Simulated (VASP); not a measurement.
# AgCl (I4/mmm) in VASP: further runs, part 2 of 2

VASP 6.6.1. The steps go on from the part before.

### 3 Single point, r2SCAN (strain +0.0300 x Voigt [0, 1, 0, 0, 0, 0])

File POSCAR:

```
AgCl
1.0
    0.0000000000      2.8563445000      2.7731500000
    2.7731500000      0.0000000000      2.7731500000
    2.7731500000      2.8563445000      0.0000000000
Ag Cl
1 1
Direct
    0.5000000000      0.5000000000      0.5000000000
    0.0000000000      0.0000000000      0.0000000000
```

File INCAR.step1:

```
PREC = Accurate
ENCUT = 520
ISMEAR = 0
SIGMA = 0.05
LREAL = False
LASPH = True
NELM = 100
NBANDS = 16
GGA = PE
ALGO = Normal
EDIFF = 1E-4
LWAVE = True
LCHARG = False
```

File INCAR.step2:

```
PREC = Accurate
ENCUT = 520
EDIFF = 1E-6
ISMEAR = 0
SIGMA = 0.05
LREAL = False
LASPH = True
NELM = 100
ALGO = Normal
ISIF = 2
LWAVE = False
LCHARG = False
METAGGA = R2SCAN
LMIXTAU = True
NBANDS = 16
ISTART = 1
```

File KPOINTS:

```
Automatic mesh
0
Gamma
  8 8 8
```

Potentials or basis: VASP PAW PBE potentials, release 64 (Ag, Cl).

The run is started by

```console
$ cat potpaw_PBE.64/Ag/POTCAR potpaw_PBE.64/Cl/POTCAR > POTCAR
$ cp INCAR.step1 INCAR
$ mpirun -np 1 vasp_std > vasp.out
$ cp INCAR.step2 INCAR
$ mpirun -np 1 vasp_std > vasp.out
```

OUTCAR:

```text
PREC = Accurate
   ENCUT = 520
   EDIFF = 1E-6
   ISMEAR = 0
   LREAL = False
   LASPH = True
   NELM = 100
   ISIF = 2
   METAGGA = R2SCAN
   ISTART = 1

 ion  position               nearest neighbor table
   1  0.500  0.500  0.500-   2 2.77   2 2.77   2 2.77   2 2.77   2 2.86   2 2.86
   2  0.000  0.000  0.000-   1 2.77   1 2.77   1 2.77   1 2.77   1 2.86   1 2.86

  LATTYP: Found a body centered tetragonal cell.
 ALAT       =     3.9218263405
 C/A-ratio  =     1.4566399692

  Lattice vectors:

 A1 = (   0.0000000000,  -2.8563445000,   2.7731500000)
 A2 = (   0.0000000000,  -2.8563445000,  -2.7731500000)
 A3 = (   2.7731500000,   2.8563445000,   0.0000000000)

Analysis of symmetry for initial positions (statically):
=====================================================================
 Subroutine PRICEL returns:
 Original cell was already a primitive cell.

 Routine SETGRP: Setting up the symmetry group for a
 body centered tetragonal supercell.

 Subroutine GETGRP returns: Found 16 space group operations
 (whereof 16 operations were pure point group operations)
 out of a pool of 16 trial point group operations.

The static configuration has the point symmetry D_4h.

Analysis of symmetry for dynamics (positions and initial velocities):
=====================================================================
 Subroutine PRICEL returns:
 Original cell was already a primitive cell.

 Routine SETGRP: Setting up the symmetry group for a
 body centered tetragonal supercell.

 Subroutine GETGRP returns: Found 16 space group operations
 (whereof 16 operations were pure point group operations)
 out of a pool of 16 trial point group operations.

The dynamic configuration has the point symmetry D_4h.

 Subroutine INISYM returns: Found 16 space group operations
 (whereof 16 operations are pure point group operations),
 and found     1 'primitive' translations

----------------------------------------------------------------------------------------
[... 113 lines left out ...]
     AMIX_MAG =   1.60;   BMIX_MAG =  1.00
  volume/ion in A,a.u.               =      21.97       148.24
  Fermi-wavevector in a.u.,A,eV,Ry     =   1.215915  2.297746 20.115525  1.478449
  Thomas-Fermi vector in A             =   2.351286
   LORBIT       =      0    0 simple, 1 ext, 2 COOP (PROOUT), +10 PAW based schemes
   METAGGA = R2SCAN    functional components
   LHFCALC =     F    Hartree Fock is set to
   AEXX    =    0.0000 exact exchange contribution
   IVDW    =     0    specifies the selected vdW correction
   LEPSILON=     F    determine dielectric tensor
   LRPA    =     F    only Hartree local field effects (RPA)
 non-spin polarized calculation
 Gauss-broadening in eV      SIGMA  =   0.05
  energy-cutoff  :      520.00
  volume of cell :       43.93
 maximum number of plane-waves:      1203
 NGX is ok and might be reduce to    30
   NGX = 15   NGY = 15   NGZ = 15

 number of electron      17.9999998 magnetization

 Free energy of the ion-electron system (eV)
  ---------------------------------------------------
  ext. energy  EPLUGINS =         0.00000000
  ---------------------------------------------------
  free energy    TOTEN  =       -28.63574339 eV

  energy without entropy =      -28.63574339  energy(sigma->0) =      -28.63574339

 E-fermi :   3.5517     XC(G=0): -10.3440

 val. band max:        3.2594561530   @ k =   0.5000   0.0000   0.0000
 cond. band min:       4.5949754601   @ k =   0.0000   0.0000   0.0000
 fundamental gap:      1.3355193071
 Fermi energy:         3.5517340089

 k-point     1 :       0.0000    0.0000    0.0000
  band No.  band energies     occupation
      1     -12.4535      2.00000
      2       0.8051      2.00000
      3       0.8130      2.00000
      4       0.8130      2.00000
      5       0.8657      2.00000
      6       0.8657      2.00000
[... 433 lines left out ...]
      3      -0.6819      2.00000
      4      -0.5616      2.00000
      5       0.9966      2.00000
      6       1.1485      2.00000
[... 8 lines left out ...]
     15      17.5539      0.00000
     16      17.5663      0.00000

 [... further k-points ...]

------------------------ aborting loop because EDIFF is reached ----------------------------------------

  FORCE on cell =-STRESS in cart. coord.  units (eV):
  Direction    XX          YY          ZZ          XY          YZ          ZX
  --------------------------------------------------------------------------------------
  -------------------------------------------------------------------------------------
  Total       -0.3344530     -0.4972862     -0.3344530      0.0000000      0.0000000      0.0000000
  in kB      -12.1971501    -18.1355073    -12.1971501      0.0000000      0.0000000      0.0000000
  external PRESSURE =     -14.1766025 kB  Pullay stress =       0.0000000 kB

 VOLUME and BASIS-vectors are now :
 -----------------------------------------------------------------------------
  energy-cutoff  :      520.00
  volume of cell :       43.93
      direct lattice vectors                 reciprocal lattice vectors
     0.000000000  2.856344500  2.773150000    -0.180300380  0.175048913  0.180300380
     2.773150000  0.000000000  2.773150000     0.180300380 -0.175048913  0.180300380
     2.773150000  2.856344500  0.000000000     0.180300380  0.175048913 -0.180300380

 POSITION                                       TOTAL-FORCE (eV/Angst)
 -----------------------------------------------------------------------------------
      2.77315      2.85634      2.77315         0.000000      0.000000     -0.000000
      0.00000      0.00000      0.00000         0.000000      0.000000      0.000000
 -----------------------------------------------------------------------------------
    total drift:                                0.000000      0.000000      0.000000

  FREE ENERGIE OF THE ION-ELECTRON SYSTEM (eV)
  ---------------------------------------------------
  free  energy   TOTEN  =       -28.6357433947 eV

  energy  without entropy=      -28.6357433947  energy(sigma->0) =      -28.63574339
```

OUTCAR.step1:

```text
PREC = Accurate
   ENCUT = 520
   ISMEAR = 0
   LREAL = False
   LASPH = True
[... 679 lines left out ...]
      2.77315      2.85634      2.77315         0.000000      0.000000      0.000000
      0.00000      0.00000      0.00000         0.000000     -0.000000     -0.000000
 -----------------------------------------------------------------------------------
    total drift:                                0.000000      0.000000      0.000000

  FREE ENERGIE OF THE ION-ELECTRON SYSTEM (eV)
  ---------------------------------------------------
  free  energy   TOTEN  =        -5.3997752444 eV

  energy  without entropy=       -5.3997752444  energy(sigma->0) =       -5.39977524
```

Wall time 4.9 min (1 thread of Intel Xeon 8259CL, shared host); peak memory 0.19 GiB.

Results:

* Free energy: -28.6357 eV
* Pressure: -1.4 GPa
* Band gap on the k mesh: 1.34 eV (least direct gap 3.60 eV)

Stress tensor (GPa, compression positive):
```
-1.22  0.00  0.00
 0.00 -1.81  0.00
 0.00  0.00 -1.22
```

Levels at points of the mesh, in eV from the valence-band top:
```tsv
k point	band 7	band 8	band 9	band 10	band 11	band 12
(0.00, 0.00, 0.00)	-2.37	-2.36	-2.36	1.34	11.20	11.29
(0.50, 0.00, 0.00)	-1.77	-0.19	0.00	4.68	6.91	8.09
(0.50, 0.50, 0.00)	-1.98	-1.96	-1.87	2.87	8.23	9.14
(0.50, 0.00, 0.50)	-1.97	-1.97	-1.89	2.90	8.41	8.84
```

Caveat: the cell differs from its parent crystal (strain +0.0300 x Voigt [0, 1, 0, 0, 0, 0]); the PAW data sets were made with another functional, which shifts forces and pressure a little.

### 4 Single point, r2SCAN (strain +0.0350 x Voigt [0, 1, 0, 0, 0, 0])

File POSCAR:

```
AgCl
1.0
    0.0000000000      2.8702102500      2.7731500000
    2.7731500000      0.0000000000      2.7731500000
    2.7731500000      2.8702102500      0.0000000000
Ag Cl
1 1
Direct
    0.5000000000      0.5000000000      0.5000000000
    0.0000000000      0.0000000000      0.0000000000
```

File INCAR.step1:

```
ALGO = Normal ; EDIFF = 1E-4
ENCUT = 520 ; GGA = PE
ISMEAR = 0 ; LASPH = True
LCHARG = False ; LREAL = False
LWAVE = True ; NBANDS = 16
NELM = 60 ; PREC = Accurate
SIGMA = 0.05
```

File INCAR.step2:

```
ALGO = Normal ; EDIFF = 1E-6
ENCUT = 520 ; ISIF = 2
ISMEAR = 0 ; ISTART = 1
LASPH = True ; LCHARG = False
LMIXTAU = True ; LREAL = False
LWAVE = False ; METAGGA = R2SCAN
NBANDS = 16 ; NELM = 60
PREC = Accurate ; SIGMA = 0.05
```

File KPOINTS:

```
k-points
0
Gamma
  8 8 8
```

The run is started by

```console
$ cat potpaw_PBE.64/Ag/POTCAR potpaw_PBE.64/Cl/POTCAR > POTCAR
$ cp INCAR.step1 INCAR
$ mpirun -np 1 vasp_std > vasp.out
$ cp INCAR.step2 INCAR
$ mpirun -np 1 vasp_std > vasp.out
```

Run time: 3.6 min. Hardware: 1 thread of Intel Xeon 8259CL, shared host; peak memory 0.2 GiB.

It converged, with:

| Property | Result |
| --- | --- |
| Free energy | -28.6333 eV |
| Pressure | -1.6 GPa |
| Band gap on the k mesh | 1.32 eV (least direct gap 3.58 eV) |

Stress tensor (GPa, compression positive):
```
-1.38  0.00  0.00
 0.00 -2.03  0.00
 0.00  0.00 -1.38
```

Levels at points of the mesh, in eV from the valence-band top:
| k point | band 6 | band 7 | band 8 | band 9 | band 10 | band 11 | band 12 | band 13 |
| --- | --- | --- | --- | --- | --- | --- | --- | --- |
| (0.00, 0.00, 0.00) | -2.39 | -2.36 | -2.36 | -2.35 | 1.32 | 11.18 | 11.28 | 11.28 |
| (0.50, 0.00, 0.00) | -2.07 | -1.77 | -0.22 | 0.00 | 4.68 | 6.87 | 8.06 | 8.40 |
| (0.50, 0.50, 0.00) | -2.18 | -1.99 | -1.96 | -1.88 | 2.87 | 8.21 | 9.12 | 11.69 |
| (0.50, 0.00, 0.50) | -2.22 | -1.98 | -1.98 | -1.90 | 2.90 | 8.42 | 8.77 | 12.22 |

Caveat: the cell differs from its parent crystal (strain +0.0350 x Voigt [0, 1, 0, 0, 0, 0]); the PAW data sets were made with another functional, which shifts forces and pressure a little. A k mesh can miss the band edges.

### 5 Single point, r2SCAN (strain +0.0400 x Voigt [0, 1, 0, 0, 0, 0])

File POSCAR:

```
AgCl
1.0
    0.0000000000      2.8840760000      2.7731500000
    2.7731500000      0.0000000000      2.7731500000
    2.7731500000      2.8840760000      0.0000000000
Ag Cl
1 1
Direct
    0.5000000000      0.5000000000      0.5000000000
    0.0000000000      0.0000000000      0.0000000000
```

File INCAR.step1:

```
SYSTEM = AgCl
ALGO = Normal ; EDIFF = 1E-4
ENCUT = 520 ; GGA = PE
ISMEAR = 0 ; LASPH = .True.
LCHARG = .False. ; LREAL = .False.
LWAVE = .True. ; NBANDS = 16
NELM = 80 ; PREC = Accurate
SIGMA = 0.05
```

File INCAR.step2:

```
SYSTEM = AgCl
ALGO = Normal ; EDIFF = 1E-6
ENCUT = 520 ; ISIF = 2
ISMEAR = 0 ; ISTART = 1
LASPH = .True. ; LCHARG = .True.
LELF = .True. ; LMIXTAU = .True.
LREAL = .False. ; LVHAR = .True.
LWAVE = .False. ; METAGGA = R2SCAN
NBANDS = 16 ; NELM = 80
PREC = Accurate ; SIGMA = 0.05
```

File KPOINTS:

```
k-points
0
Gamma
  8 8 8
  0 0 0
```

Potentials or basis: VASP PAW PBE potentials, release 64 (Ag, Cl).

The run is started by

```console
$ cat potpaw_PBE.64/Ag/POTCAR potpaw_PBE.64/Cl/POTCAR > POTCAR
$ cp INCAR.step1 INCAR
$ mpirun -np 1 vasp_std > vasp.out
$ cp INCAR.step2 INCAR
$ mpirun -np 1 vasp_std > vasp.out
```

OUTCAR:

```text
SYSTEM = AgCl
   EDIFF = 1E-6
   ENCUT = 520
   ISIF = 2
   ISMEAR = 0
   ISTART = 1
   LASPH = .True.
   LREAL = .False.
   METAGGA = R2SCAN
   NELM = 80
   PREC = Accurate

 ion  position               nearest neighbor table
   1  0.500  0.500  0.500-   2 2.77   2 2.77   2 2.77   2 2.77   2 2.88   2 2.88
   2  0.000  0.000  0.000-   1 2.77   1 2.77   1 2.77   1 2.77   1 2.88   1 2.88

  LATTYP: Found a body centered tetragonal cell.
 ALAT       =     3.9218263405
 C/A-ratio  =     1.4707821049

  Lattice vectors:

[... 645 lines left out ...]

  FORCE on cell =-STRESS in cart. coord.  units (eV):
  Direction    XX          YY          ZZ          XY          YZ          ZX
  --------------------------------------------------------------------------------------
  -------------------------------------------------------------------------------------
  Total       -0.4264355     -0.6197848     -0.4264355     -0.0000000     -0.0000000      0.0000000
  in kB      -15.4021189    -22.3855666    -15.4021189     -0.0000000     -0.0000000      0.0000000
  external PRESSURE =     -17.7299348 kB  Pullay stress =       0.0000000 kB

 VOLUME and BASIS-vectors are now :
 -----------------------------------------------------------------------------
  energy-cutoff  :      520.00
  volume of cell :       44.36
      direct lattice vectors                 reciprocal lattice vectors
     0.000000000  2.884076000  2.773150000    -0.180300380  0.173365750  0.180300380
     2.773150000  0.000000000  2.773150000     0.180300380 -0.173365750  0.180300380
     2.773150000  2.884076000  0.000000000     0.180300380  0.173365750 -0.180300380

 POSITION                                       TOTAL-FORCE (eV/Angst)
 -----------------------------------------------------------------------------------
      2.77315      2.88408      2.77315         0.000000      0.000000     -0.000000
      0.00000      0.00000      0.00000         0.000000      0.000000      0.000000
 -----------------------------------------------------------------------------------
    total drift:                                0.000000      0.000000      0.000000

  FREE ENERGIE OF THE ION-ELECTRON SYSTEM (eV)
  ---------------------------------------------------
  free  energy   TOTEN  =       -28.6305815349 eV

  energy  without entropy=      -28.6305815349  energy(sigma->0) =      -28.63058153
```

OSZICAR.step1:

```text
N       E                     dE             d eps       ncg     rms          rms(c)
DAV:   1     0.894775381426E+02    0.89478E+02   -0.85700E+03  1888   0.101E+03
DAV:   2    -0.260894545958E+01   -0.92086E+02   -0.84350E+02  2288   0.214E+02
DAV:   3    -0.557634624132E+01   -0.29674E+01   -0.29578E+01  2400   0.386E+01
DAV:   4    -0.559137174445E+01   -0.15026E-01   -0.15024E-01  2424   0.314E+00
DAV:   5    -0.559153564370E+01   -0.16390E-03   -0.16390E-03  2360   0.331E-01    0.557E+00
DAV:   6    -0.540371791305E+01    0.18782E+00   -0.25716E-01  2424   0.646E+00    0.363E+00
DAV:   7    -0.539959579184E+01    0.41221E-02   -0.95997E-02  2248   0.207E+00    0.189E+00
DAV:   8    -0.539894785868E+01    0.64793E-03   -0.49607E-03  2288   0.715E-01    0.298E-01
DAV:   9    -0.539903298435E+01   -0.85126E-04   -0.48762E-04  2424   0.286E-01
   1 F= -.53990330E+01 E0= -.53990330E+01  d E =-.775416E-14
```

It took 4.5 min on 1 thread of Intel Xeon 8259CL, shared host; peak memory 0.2 GiB.

What came out:

```yaml
Free_energy: -28.6306 eV
Pressure: -1.8 GPa
Band_gap_on_the_k_mesh: 1.31 eV (least direct gap 3.57 eV)
```

Caveat: the cell differs from its parent crystal (strain +0.0400 x Voigt [0, 1, 0, 0, 0, 0]); the PAW data sets were made with another functional, which shifts forces and pressure a little. A k mesh can miss the band edges.

### 6 Summary

| cell | gap on the mesh (eV) | pressure (GPa) |
| --- | --- | --- |
| a = 3.961, b = 3.922 Å, angles 60.3, 59.3, 60.3°, 2 atoms | 1.36 | -1.0 |
| a = 3.981, b = 3.922 Å, angles 60.5, 59.0, 60.5°, 2 atoms | 1.34 | -1.4 |
| a = 3.991, b = 3.922 Å, angles 60.6, 58.9, 60.6°, 2 atoms | 1.32 | -1.6 |
| a = 4.001, b = 3.922 Å, angles 60.7, 58.7, 60.7°, 2 atoms | 1.31 | -1.8 |

Alike in all rows: task single point; level r2SCAN; potentials or basis VASP PAW PBE potentials, release 64 (Ag, Cl); no spin polarisation; k mesh 8 × 8 × 8; cutoff (eV) 520; smearing gaussian 0.05 eV.

Caveats: the PAW data sets were made with another functional, which shifts forces and pressure a little.

Absolute energies hang on the potentials; compare differences alone.
